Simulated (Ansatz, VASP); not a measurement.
**Two plane-wave programs on GePt2**

File INCAR:

```
SYSTEM = GePt2
  ALGO = Fast
  EDIFF = 1E-6
  ENCUT = 520
  GGA = PS
  ISIF = 2
  ISMEAR = 0
  LASPH = .True.
  LCHARG = .False.
  LREAL = .False.
  LWAVE = .False.
  NBANDS = 61
  NELM = 80
  PREC = Accurate
  SIGMA = 0.15
```

KPOINTS

```
k-points
0
Gamma
  6 6 12
  0 0 0
```

The input POSCAR:

```
GePt2
1.0
    6.4902962625      0.0000000000      0.0000000000
   -3.2451481312      5.6207614414      0.0000000000
    0.0000000000      0.0000000000      3.1819841246
Ge Pt
3 6
Direct
    0.6666666667      0.3333333333      0.0000000000
    0.3333333333      0.6666666667      0.0000000000
    0.0000000000      0.0000000000      0.5000000000
    0.6229372130      0.0000000000      0.5000000000
    0.3770627870      0.3770627870      0.5000000000
    0.0000000000      0.6229372130      0.5000000000
    0.0000000000      0.2849128412      0.0000000000
    0.7150871588      0.7150871588      0.0000000000
    0.2849128412      0.0000000000      0.0000000000
```

Input for Ansatz:

```yaml
crystal:
  lattice:
    - [6.4902962625, 0.0, 0.0]
    - [-3.2451481312, 5.6207614414, 0.0]
    - [0.0, 0.0, 3.1819841246]
  atoms:
    - { symbol: Ge, position: [0.6666666667, 0.3333333333, 0.0] }
    - { symbol: Ge, position: [0.3333333333, 0.6666666667, 0.0] }
    - { symbol: Ge, position: [0.0, 0.0, 0.5] }
    - { symbol: Pt, position: [0.622937213, 0.0, 0.5] }
    - { symbol: Pt, position: [0.377062787, 0.377062787, 0.5] }
    - { symbol: Pt, position: [0.0, 0.622937213, 0.5] }
    - { symbol: Pt, position: [0.0, 0.2849128412, 0.0] }
    - { symbol: Pt, position: [0.7150871588, 0.7150871588, 0.0] }
    - { symbol: Pt, position: [0.2849128412, 0.0, 0.0] }
basis:
  ecutwfc: 420
kpoints:
  mp_grid: { grid: [6, 6, 12] }
hamiltonian:
  xc: pbesol
scf:
  occupations: { method: gaussian, width: 0.15 }
output:
  forces: true
  stress: true
  eigenvalues: true
```

Change from the starting cell: strain -0.040 along x and y, -0.080 along z, atoms carried along.

Alike in both runs: task single point; functional PBEsol; k mesh 6 × 6 × 12; occupations gaussian, width 0.15 eV; no spin polarisation.

|  | VASP | Ansatz |
| --- | --- | --- |
| version | VASP 6.6.1 | Ansatz 0.2.0 |
| potentials or method | VASP PAW PBE potentials, release 64 (Ge_d, Pt), cutoff 520 eV | scalar-relativistic, plane waves, PAW |
| valence electrons in the cell | 102 | 150 |

VASP gave:

```
gap on the k mesh at the Fermi level (eV)                     : none
pressure (GPa)                                                : 55.0
traceless stress, the component that is largest in VASP (GPa) : -3.67
rms of the force components (eV/Å)                            : 0.153
```

**Question.** What did Ansatz give for the same quantities?

**Answer.** gap on the k mesh at the Fermi level (eV): none; pressure (GPa): 54.3; traceless stress, the component that is largest in VASP (GPa): -3.54; rms of the force components (eV/Å): 0.152.

VASP's potentials were made for PBE, not for PBEsol. Atom by atom the forces differ by 0.002 eV/Å (rms over components). A gap of «none» marks a metal or a gap that the smearing closes. Both programs put the cell under a high pressure, so it lies far from rest at this level. With one functional, cell and mesh, what is left measures potentials, basis and numerics. VASP's potentials hold 102 valence electrons a cell and Ansatz's 150, so a difference there can come from the potentials and not from the codes.

Neither program's run includes spin-orbit coupling.
